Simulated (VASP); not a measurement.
# BaS (Fm-3m) in VASP: further runs

BaS is run at these levels: PBE-based screened hybrid, HSE06; tasks: single point.

All numbers are computed with VASP 6.6.1; they aren't measurements. Logs are shortened: lines on timing, memory, paths and dates and some standing lists are left out, and cuts for length are marked.

### 1 The cell of the first run

Symmetry: Fm-3m, No. 225, cubic system. The conventional cell has a = 6.424 Å, b = 6.424 Å, c = 6.424 Å, α = 90.00°, β = 90.00°, γ = 90.00°. Ba (site symmetry m-3m) has 6 S at 3.21 Å within 4.2 Å. Within 4.2 Å of S (site symmetry m-3m) lie 6 Ba at 3.21 Å.

### 2 Single point, PBE-based screened hybrid

File POSCAR:

```
BaS
1.0
    0.0000000000      3.2117958733      3.2117958733
    3.2117958733      0.0000000000      3.2117958733
    3.2117958733      3.2117958733      0.0000000000
Ba S
1 1
Direct
    0.0000000000      0.0000000000      0.0000000000
    0.5000000000      0.5000000000      0.5000000000
```

File INCAR.step1:

```
  PREC = Accurate
  ENCUT = 520
  EDIFF = 1E-5
  ISMEAR = 0
  SIGMA = 0.01
  LREAL = False
  LASPH = True
  NELM = 60
  ALGO = Normal
  ISIF = 2
  LWAVE = True
  GGA = PE
  NBANDS = 15
```

File INCAR.step2:

```
  PREC = Accurate
  ENCUT = 520
  EDIFF = 1E-7
  ISMEAR = 0
  SIGMA = 0.01
  LREAL = False
  LASPH = True
  NELM = 60
  ALGO = Normal
  ISIF = 2
  LWAVE = False
  LCHARG = True
  GGA = PE
  LHFCALC = True
  AEXX = 0.4
  HFSCREEN = 0.5
  PRECFOCK = Normal
  LELF = True
  LVHAR = True
  ISTART = 1
  NBANDS = 15
```

File KPOINTS:

```
Automatic mesh
0
Gamma
  4 4 4
```

Potentials or basis: VASP PAW PBE potentials, release 64 (Ba_sv, S).

On the command line:

```
$ cat potpaw_PBE.64/Ba_sv/POTCAR potpaw_PBE.64/S/POTCAR > POTCAR
$ cp INCAR.step1 INCAR
$ mpirun -np 1 vasp_std > vasp.out
$ cp INCAR.step2 INCAR
$ mpirun -np 1 vasp_std > vasp.out
```

OUTCAR:

```text
PREC = Accurate
   ENCUT = 520
   EDIFF = 1E-7
   ISMEAR = 0
   LREAL = False
   LASPH = True
   NELM = 60
   ISIF = 2
   GGA = PE
   LHFCALC = True
   AEXX = 0.4
   HFSCREEN = 0.5
   PRECFOCK = Normal
   ISTART = 1

 ion  position               nearest neighbor table
   1  0.000  0.000  0.000-   2 3.21   2 3.21   2 3.21   2 3.21   2 3.21   2 3.21
   2  0.500  0.500  0.500-   1 3.21   1 3.21   1 3.21   1 3.21   1 3.21   1 3.21

  LATTYP: Found a face centered cubic cell.
 ALAT       =     6.4235917466

  Lattice vectors:

 A1 = (   0.0000000000,   3.2117958733,   3.2117958733)
 A2 = (   3.2117958733,   0.0000000000,   3.2117958733)
 A3 = (   3.2117958733,   3.2117958733,   0.0000000000)

Analysis of symmetry for initial positions (statically):
=====================================================================
 Subroutine PRICEL returns:
 Original cell was already a primitive cell.

 Routine SETGRP: Setting up the symmetry group for a
 face centered cubic supercell.

 Subroutine GETGRP returns: Found 48 space group operations
 (whereof 48 operations were pure point group operations)
 out of a pool of 48 trial point group operations.

The static configuration has the point symmetry O_h .

Analysis of symmetry for dynamics (positions and initial velocities):
=====================================================================
 Subroutine PRICEL returns:
 Original cell was already a primitive cell.

 Routine SETGRP: Setting up the symmetry group for a
 face centered cubic supercell.

 Subroutine GETGRP returns: Found 48 space group operations
 (whereof 48 operations were pure point group operations)
 out of a pool of 48 trial point group operations.

The dynamic configuration has the point symmetry O_h .

 Subroutine INISYM returns: Found 48 space group operations
 (whereof 48 operations are pure point group operations),
 and found     1 'primitive' translations

----------------------------------------------------------------------------------------

                                     Primitive cell

  volume of cell :      66.2634

  direct lattice vectors                    reciprocal lattice vectors
     0.000000000  3.211795873  3.211795873    -0.155676145  0.155676145  0.155676145
     3.211795873  0.000000000  3.211795873     0.155676145 -0.155676145  0.155676145
     3.211795873  3.211795873  0.000000000     0.155676145  0.155676145 -0.155676145

  length of vectors
     4.542165284  4.542165284  4.542165284     0.269638993  0.269638993  0.269638993

  position of ions in fractional coordinates (direct lattice)
     0.000000000  0.000000000  0.000000000
     0.500000000  0.500000000  0.500000000

  ion indices of the primitive-cell ions
   primitive index   ion index
                 1           1
                 2           2

----------------------------------------------------------------------------------------

 KPOINTS: Automatic mesh

Automatic generation of k-mesh.
 Grid dimensions read from file:
 generate k-points for:    4    4    4

 Generating k-lattice:

  Cartesian coordinates                     Fractional coordinates (reciprocal lattice)
    -0.038919036  0.038919036  0.038919036     0.250000000  0.000000000  0.000000000
     0.038919036 -0.038919036  0.038919036     0.000000000  0.250000000  0.000000000
     0.038919036  0.038919036 -0.038919036     0.000000000  0.000000000  0.250000000

  Length of vectors
     0.067409748  0.067409748  0.067409748

  Shift w.r.t. Gamma in fractional coordinates (k-lattice)
     0.000000000  0.000000000  0.000000000

 Subroutine IBZKPT returns following result:
 ===========================================

 Found      8 irreducible k-points:

 Following reciprocal coordinates:
            Coordinates               Weight
  0.000000  0.000000  0.000000      1.000000
  0.250000  0.000000  0.000000      8.000000
  0.500000  0.000000  0.000000      4.000000
  0.250000  0.250000  0.000000      6.000000
  0.500000  0.250000  0.000000     24.000000
 -0.250000  0.250000  0.000000     12.000000
  0.500000  0.500000  0.000000      3.000000
 -0.250000  0.500000  0.250000      6.000000
   k-points           NKPTS =      8   k-points in BZ     NKDIM =     64   number of bands    NBANDS=     15
   number of dos      NEDOS =    301   number of ions     NIONS =      2
   total plane-waves  NPLWV =  46656
   dimension x,y,z NGX =    36 NGY =   36 NGZ =   36
   dimension x,y,z NGXF=    72 NGYF=   72 NGZF=   72
   ions per type =               1   1
   NGX,Y,Z   is equivalent  to a cutoff of  13.18, 13.18, 13.18 a.u.
   NGXF,Y,Z  is equivalent  to a cutoff of  26.35, 26.35, 26.35 a.u.
 SYSTEM =  unknown system
   PREC   = accura    normal or accurate (medium, high low for compatibility)
   ISTART =      1    job   : 0-new  1-cont  2-samecut
   ICHARG =      0    charge: 1-file 2-atom 10-const
   ISPIN  =      1    spin polarized calculation?
   LNONCOLLINEAR =      F non collinear calculations
   LSORBIT =      F    spin-orbit coupling
   LASPH  =      T    aspherical Exc in radial PAW
   ENCUT  =  520.0 eV  38.22 Ry    6.18 a.u.   8.45  8.45  8.45*2*pi/ulx,y,z
   NELM   =     60;   NELMIN=  2; NELMDL=  0     # of ELM steps
   EDIFF  = 0.1E-06   stopping-criterion for ELM
   LREAL  =      F    real-space projection
   EDIFFG = 0.1E-05   stopping-criterion for IOM
   NSW    =      0    number of steps for IOM
   IBRION =     -1    ionic relax: 0-MD 1-quasi-New 2-CG
   NFREE  =      0    steps in history (QN), initial steepest desc. (CG)
   ISIF   =      2    stress and relaxation
   ISYM   =      3    0-nonsym 1-usesym 2-fastsym
   POTIM  = 0.5000    time-step for ionic-motion
   TEBEG  =    0.0;   TEEND  =   0.0 temperature during run
   PSTRESS=    0.0 pullay stress
   NELECT =      16.0000    total number of electrons
   NUPDOWN=      -1.0000    fix difference up-down
   EMIN   =  10.00;   EMAX   =-10.00  energy-range for DOS
   EFERMI =   0.00;   METHOD = LEGACY
   ISMEAR =     0;   SIGMA  =   0.01  broadening in eV -4-tet -1-fermi 0-gaus
   EFERMI_NEDOS =   21; number of points for ismear=-14 and -15
   IALGO  =     38    algorithm
   IMIX   =      1    mixing-type and parameters
     AMIX     =   0.40;   BMIX     =  1.00
     AMIX_MAG =   1.60;   BMIX_MAG =  1.00
  volume/ion in A,a.u.               =      33.13       223.58
  Fermi-wavevector in a.u.,A,eV,Ry     =   1.019429  1.926441 14.139651  1.039235
  Thomas-Fermi vector in A             =   2.152942
   LORBIT       =      0    0 simple, 1 ext, 2 COOP (PROOUT), +10 PAW based schemes
   GGA     = PE    functional components
   LHFCALC =     T    Hartree Fock is set to
   PRECFOCK=normal    Normal, Fast or Accurate (Low or Medium for compatibility)
   ENCUT4O =  -1.0   cutoff for four orbital integrals eV
   NKREDX  =     1    reduce k-point grid by
   NKREDY  =     1    reduce k-point grid by
   NKREDZ  =     1    reduce k-point grid by
   AEXX    =    0.4000 exact exchange contribution
   HFSCREEN=    0.5000 screening length (either q_TF or 0.3 A-1)
   HFSCREENC=   0.5000 screening length for correlation (either q_TF or 0.3 A-1)
   ENCUTFOCK=  -1.0 apply spherical cutoff to Coloumb kernel
   IVDW    =     0    specifies the selected vdW correction
   LEPSILON=     F    determine dielectric tensor
   LRPA    =     F    only Hartree local field effects (RPA)
 non-spin polarized calculation
 Gauss-broadening in eV      SIGMA  =   0.01
  energy-cutoff  :      520.00
  volume of cell :       66.26
 maximum number of plane-waves:      1812
 NGX is ok and might be reduce to    36
  NGX = 28; NGY = 28; NGZ = 28

 number of electron      16.0000002 magnetization

 Free energy of the ion-electron system (eV)
  ---------------------------------------------------
  ext. energy  EPLUGINS =         0.00000000
  ---------------------------------------------------
  free energy    TOTEN  =       -11.40185967 eV

  energy without entropy =      -11.40185967  energy(sigma->0) =      -11.40185967

 E-fermi :   0.8866     XC(G=0):  -6.9256

 val. band max:        0.8141458222   @ k =   0.0000   0.0000   0.0000
 cond. band min:       3.6187346004   @ k =   0.5000   0.5000   0.0000
 fundamental gap:      2.8045887782
 Fermi energy:         0.8865826018

 k-point     1 :       0.0000    0.0000    0.0000
  band No.  band energies     occupation
      1     -27.5518      2.00000
      2     -11.1565      2.00000
      3     -11.1565      2.00000
      4     -11.1565      2.00000
      5     -10.8167      2.00000
      6       0.8141      2.00000
      7       0.8141      2.00000
      8       0.8141      2.00000
      9       5.1111      0.00000
     10       5.4585      0.00000
     11       5.4585      0.00000
     12       5.4585      0.00000
     13       6.4136      0.00000
     14       6.4136      0.00000
     15      10.3068      0.00000

 k-point     2 :       0.2500    0.0000    0.0000
  band No.  band energies     occupation
      1     -27.5282      2.00000
      2     -12.0854      2.00000
      3     -11.1719      2.00000
      4     -11.1719      2.00000
      5      -9.8297      2.00000
      6      -0.3245      2.00000
      7       0.1941      2.00000
      8       0.1941      2.00000
      9       5.6646      0.00000
     10       6.3796      0.00000
     11       6.3796      0.00000
     12       6.9264      0.00000
     13       8.0564      0.00000
     14       8.0564      0.00000
     15      12.2828      0.00000
[... 77 lines left out ...]
      3     -11.3462      2.00000
      4     -11.3462      2.00000
      5     -10.7210      2.00000
      6       0.2524      2.00000
      7       0.6613      2.00000
      8       0.6613      2.00000
      9       3.6187      0.00000
     10       7.6198      0.00000
     11       7.6692      0.00000
     12       9.2778      0.00000
     13       9.2778      0.00000
     14       9.3290      0.00000
     15      10.2046      0.00000

 k-point     8 :      -0.2500    0.5000    0.2500
  band No.  band energies     occupation
      1     -27.4902      2.00000
      2     -11.8620      2.00000
      3     -11.4917      2.00000
      4     -11.4917      2.00000
      5      -9.9986      2.00000
      6      -0.3254      2.00000
      7       0.3113      2.00000
      8       0.3113      2.00000
      9       5.8574      0.00000
     10       5.8574      0.00000
     11       7.9935      0.00000
     12       8.5560      0.00000
     13       9.3050      0.00000
     14      11.3431      0.00000
     15      12.3732      0.00000

------------------------ aborting loop because EDIFF is reached ----------------------------------------

  FORCE on cell =-STRESS in cart. coord.  units (eV):
  Direction    XX          YY          ZZ          XY          YZ          ZX
  --------------------------------------------------------------------------------------
  -------------------------------------------------------------------------------------
  Total        0.0535656      0.0535656      0.0535656      0.0000000     -0.0000000      0.0000000
  in kB        1.2951579      1.2951579      1.2951579      0.0000000     -0.0000000      0.0000000
  external PRESSURE =       1.2951579 kB  Pullay stress =       0.0000000 kB

 VOLUME and BASIS-vectors are now :
 -----------------------------------------------------------------------------
  energy-cutoff  :      520.00
  volume of cell :       66.26
      direct lattice vectors                 reciprocal lattice vectors
     0.000000000  3.211795873  3.211795873    -0.155676145  0.155676145  0.155676145
     3.211795873  0.000000000  3.211795873     0.155676145 -0.155676145  0.155676145
     3.211795873  3.211795873  0.000000000     0.155676145  0.155676145 -0.155676145

 POSITION                                       TOTAL-FORCE (eV/Angst)
 -----------------------------------------------------------------------------------
      0.00000      0.00000      0.00000        -0.000000      0.000000     -0.000000
      3.21180      3.21180      3.21180         0.000000      0.000000      0.000000
 -----------------------------------------------------------------------------------
    total drift:                                0.000000      0.000000      0.000000

  FREE ENERGIE OF THE ION-ELECTRON SYSTEM (eV)
  ---------------------------------------------------
  free  energy   TOTEN  =       -11.4018596716 eV

  energy  without entropy=      -11.4018596716  energy(sigma->0) =      -11.40185967
```

Wall time 6.6 min (1 thread of Intel Xeon 6975P-C (Granite Rapids), shared host); peak memory 0.3 GiB.

Results:

| Property | Result |
| --- | --- |
| Free energy | -11.4019 eV |
| Pressure | 0.1 GPa |
| Band gap on the k mesh | 2.80 eV, indirect (least direct gap 2.96 eV) |

Levels at points of the mesh, in eV from the valence-band top:
```
           k point  band 4  band 5  band 6  band 7  band 8  band 9  band 10  band 11  band 12  band 13
(0.00, 0.00, 0.00)  -11.97  -11.63    0.00    0.00    0.00    4.30     4.64     4.64     4.64     5.60
(0.50, 0.00, 0.00)  -12.00  -10.14   -1.95   -1.09   -1.09    6.37     6.38     7.21     7.21     9.80
(0.50, 0.50, 0.00)  -12.16  -11.54   -0.56   -0.15   -0.15    2.80     6.81     6.86     8.46     8.46
```

Caveat: the k points lie up to 0.42 Å⁻¹ apart; the PAW data sets were made with another functional, which shifts forces and pressure a little; spin-orbit coupling is left out, which moves the levels of the heavy elements. A k mesh can miss the band edges.

(Part 1 of 2 ends here.)
